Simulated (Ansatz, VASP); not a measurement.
# BaS in VASP and in Ansatz

```
CELL_PARAMETERS angstrom
0.00000 3.32150 3.19375
3.32150 0.00000 3.19375
3.32150 3.32150 0.00000
ATOMIC_POSITIONS crystal
Ba 0.00000 0.00000 0.00000
S 0.50000 0.50000 0.50000
```

Change from the starting cell: strain +0.040 along x and y, +0.000 along z, atoms carried along.

Alike in both runs: task single point; functional r2SCAN; k mesh 6 × 6 × 6; occupations gaussian, width 0.05 eV; no spin polarisation.

|  | VASP | Ansatz |
| --- | --- | --- |
| version | VASP 6.6.1 | Ansatz 0.2.0 |
| potentials or method | VASP PAW PBE potentials, release 64 (Ba_sv, S), cutoff 520 eV | scalar-relativistic, plane waves, PAW |
| valence electrons in the cell | 16 | 16 |

```csv
,VASP,Ansatz,Ansatz less VASP
gap on the k mesh at the Fermi level (eV),2.48,2.56,+0.081
least direct gap on the mesh (eV),2.68,2.73,+0.054
pressure (GPa),-1.8,-2.2,-0.45
"traceless stress, the component that is largest in VASP (GPa)",1.80,1.64,-0.167
```

VASP's potentials were made for PBE, not for r2SCAN. The functional is the same, so the differences come from potentials, cutoffs and numerics.

Spin-orbit coupling is off throughout.
